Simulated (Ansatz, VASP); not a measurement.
**Two plane-wave programs on BeTe**

```xyz
2
Lattice="0.0000 2.8286 2.8286 2.8286 0.0000 2.8286 2.8286 2.8286 0.0000" Properties=species:S:1:pos:R:3 pbc="T T T"
Be    0.0000    0.0000    0.0000
Te    1.4143    1.4143    1.4143
```

Alike in both runs: task single point; functional PBE; k mesh 8 × 8 × 8; no spin polarisation.

```csv
,VASP,Ansatz
version,VASP 6.6.1,Ansatz 0.2.0
potentials or method,"VASP PAW PBE potentials, release 64 (Be, Te)","plane waves, PAW"
plane-wave cutoff (eV),520,420
occupations,"gaussian, width 0.01 eV",fixed
valence electrons in the cell,8,18
```

|  | VASP | Ansatz | Ansatz less VASP |
| --- | --- | --- | --- |
| gap on the k mesh at the Fermi level (eV) | 2.01 | 2.02 | +0.014 |
| pressure (GPa) | 0.3 | 0.2 | -0.14 |

VASP's potentials hold 8 valence electrons a cell and Ansatz's 18, so a difference there can come from the potentials and not from the codes.

Spin-orbit coupling is off throughout.
